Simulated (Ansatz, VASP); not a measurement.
One calculation of LiMgBN2, two programs

Contents of INCAR:

```
SYSTEM = LiMgBN2
PREC     = Accurate       ! precision mode
ENCUT    = 520            ! plane-wave cutoff, eV
EDIFF    = 1E-7           ! SCF threshold, eV
ISMEAR   = 0              ! smearing method
SIGMA    = 0.05           ! smearing width, eV
LREAL    = .False.        ! projectors in reciprocal space
LASPH    = .True.         ! aspherical terms in the spheres
NELM     = 80             ! most SCF steps
ALGO     = Normal         ! electronic algorithm
ISIF     = 2              ! what is computed and relaxed
LWAVE    = .False.        ! write WAVECAR
LCHARG   = .True.         ! write CHGCAR
GGA      = PS             ! functional
LELF     = .True.         ! ELF
LVHAR    = .True.       
NBANDS   = 17             ! bands
```

Contents of KPOINTS:

```
Automatic mesh
0
Gamma
  8 8 8
  0 0 0
```

Contents of POSCAR:

```
LiMgBN2
1.0
   -1.8892991571      1.8892991571      4.4238420579
    1.8892991571     -1.8892991571      4.4238420579
    1.8892991571      1.8892991571     -4.4238420579
Li Mg B N
1 1 1 2
Direct
    0.2500000000      0.7500000000      0.5000000000
    0.7500000000      0.2500000000      0.5000000000
    0.5000000000      0.5000000000      0.0000000000
    0.6608378126      0.6608378126      0.0000000000
    0.3391621874      0.3391621874      0.0000000000
```

Input for Ansatz:

```yaml
crystal:
  lattice:
    - [-1.8892991571, 1.8892991571, 4.4238420579]
    - [1.8892991571, -1.8892991571, 4.4238420579]
    - [1.8892991571, 1.8892991571, -4.4238420579]
  atoms:
    - { symbol: Li, position: [0.25, 0.75, 0.5] }
    - { symbol: Mg, position: [0.75, 0.25, 0.5] }
    - { symbol: B, position: [0.5, 0.5, 0.0] }
    - { symbol: "N", position: [0.6608378126, 0.6608378126, 0.0] }
    - { symbol: "N", position: [0.3391621874, 0.3391621874, 0.0] }
basis:
  ecutwfc: 520.0
kpoints:
  mp_grid: { grid: [8, 8, 8] }
hamiltonian:
  xc: pbesol
  pseudopotentials: { kind: paw }
scf:
  occupations: { method: gaussian, width: 0.05 }
output:
  forces: true
  stress: true
  eigenvalues: true
```

Alike in both runs: task single point; functional PBEsol; k mesh 8 × 8 × 8; occupations gaussian, width 0.05 eV; no spin polarisation.

|  | VASP | Ansatz |
| --- | --- | --- |
| version | VASP 6.6.1 | Ansatz 0.2.0 |
| potentials or method | VASP PAW PBE potentials, release 64 (Li_sv, Mg, B, N), cutoff 520 eV | scalar-relativistic, plane waves, PAW |
| valence electrons in the cell | 18 | 26 |

|  | VASP | Ansatz | Ansatz less VASP |
| --- | --- | --- | --- |
| gap on the k mesh at the Fermi level (eV) | 2.35 | 2.36 | +0.003 |
| least direct gap on the mesh (eV) | 3.66 | 3.67 | +0.006 |
| rms of the force components (eV/Å) | 1.401 | 1.408 | +0.0078 |

VASP's potentials were made for PBE, not for PBEsol. Atom by atom the forces differ by 0.008 eV/Å (rms over components). The functional is the same, so the differences come from potentials, cutoffs and numerics. VASP's potentials hold 18 valence electrons a cell and Ansatz's 26, so a difference there can come from the potentials and not from the codes.

Noted on VASP's run: the cutoff is short for stress, so the pressure is rough.
